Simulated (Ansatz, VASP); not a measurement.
One calculation of BaTiO3, two programs

Contents of POSCAR:

```
BaTiO3
1.0
    2.9078199246      1.6788306162      2.4370432966
   -2.9078199246      1.6788306162      2.4370432966
    0.0000000000     -3.3576612324      2.4370432966
Ba Ti O
1 1 3
Direct
    0.9999656897      0.9999656897      0.9999656897
    0.5077048750      0.5077048750      0.5077048750
    0.4922539385      0.4922539385      0.9865215584
    0.4922539385      0.9865215584      0.4922539385
    0.9865215584      0.4922539385      0.4922539385
```

Contents of INCAR.step1:

```
SYSTEM = BaTiO3
PREC = Accurate ; ENCUT = 520
ISMEAR = 0 ; SIGMA = 0.05
LREAL = .FALSE. ; LASPH = .TRUE.
NELM = 150 ; LMAXMIX = 4
LDAU = .TRUE. ; LDAUTYPE = 2
LDAUL = -1 2 -1 ; LDAUU = 0 4 0
LDAUJ = 0 0 0 ; NBANDS = 28
GGA = PE ; ALGO = Normal
EDIFF = 1E-4 ; LWAVE = .TRUE.
LCHARG = .FALSE.
```

Contents of INCAR.step2:

```
SYSTEM = BaTiO3
PREC = Accurate ; ENCUT = 520
EDIFF = 1E-6 ; ISMEAR = 0
SIGMA = 0.05 ; LREAL = .FALSE.
LASPH = .TRUE. ; NELM = 150
ALGO = Normal ; ISIF = 2
LWAVE = .FALSE. ; LCHARG = .FALSE.
LMAXMIX = 4 ; LDAU = .TRUE.
LDAUTYPE = 2 ; LDAUL = -1 2 -1
LDAUU = 0 4 0 ; LDAUJ = 0 0 0
LDAUPRINT = 1 ; METAGGA = R2SCAN
LMIXTAU = .TRUE. ; NBANDS = 28
ISTART = 1
```

File KPOINTS:

```
Automatic mesh
0
G
  6 6 6
  0 0 0
```

Input for Ansatz:

```yaml
crystal:
  lattice:
    - [2.9078199246, 1.6788306162, 2.4370432966]
    - [-2.9078199246, 1.6788306162, 2.4370432966]
    - [0.0, -3.3576612324, 2.4370432966]
  atoms:
    - { symbol: Ba, position: [0.9999656897, 0.9999656897, 0.9999656897] }
    - { symbol: Ti, position: [0.507704875, 0.507704875, 0.507704875] }
    - { symbol: O, position: [0.4922539385, 0.4922539385, 0.9865215584] }
    - { symbol: O, position: [0.4922539385, 0.9865215584, 0.4922539385] }
    - { symbol: O, position: [0.9865215584, 0.4922539385, 0.4922539385] }
basis:
  ecutwfc: 500
kpoints:
  mp_grid: { grid: [6, 6, 6] }
hamiltonian:
  xc: r2scan
  hubbard: { sites: [{ species: Ti, l: d, u_eff: 4.0 }] }
scf:
  occupations: { method: gaussian, width: 0.05 }
output:
  forces: true
  stress: true
  eigenvalues: true
  write_density: true
  write_potential: true
  elf: true
  volumetric_format: npy
```

Change from the starting cell: strain +0.025 along x and y, +0.050 along z, atoms carried along.

Alike in both runs: task single point; functional r2SCAN; k mesh 6 × 6 × 6; occupations gaussian, width 0.05 eV; no spin polarisation; Hubbard terms Ti d U = 4.0 eV.

|  | VASP | Ansatz |
| --- | --- | --- |
| version | VASP 6.6.1 | Ansatz 0.2.0 |
| potentials or method | VASP PAW PBE potentials, release 64 (Ba_sv, Ti_sv, O), cutoff 520 eV | scalar-relativistic, plane waves, PAW |
| valence electrons in the cell | 40 | 40 |

Ansatz gave:

```
gap on the k mesh at the Fermi level (eV)                     : 2.56
least direct gap on the mesh (eV)                             : 2.87
pressure (GPa)                                                : -13.8
traceless stress, the component that is largest in VASP (GPa) : -3.14
rms of the force components (eV/Å)                            : 0.268
```

Problem. Estimate VASP's values.

Solution. gap on the k mesh at the Fermi level (eV): 2.58; least direct gap on the mesh (eV): 2.90; pressure (GPa): -11.2; traceless stress, the component that is largest in VASP (GPa): -3.37; rms of the force components (eV/Å): 0.097.

VASP's potentials were made for PBE, not for r2SCAN. The programs project onto different local orbitals, so the same U acts differently, and such runs can settle in different states. Atom by atom the forces differ by 0.171 eV/Å (rms over components).

Spin-orbit coupling is off throughout.
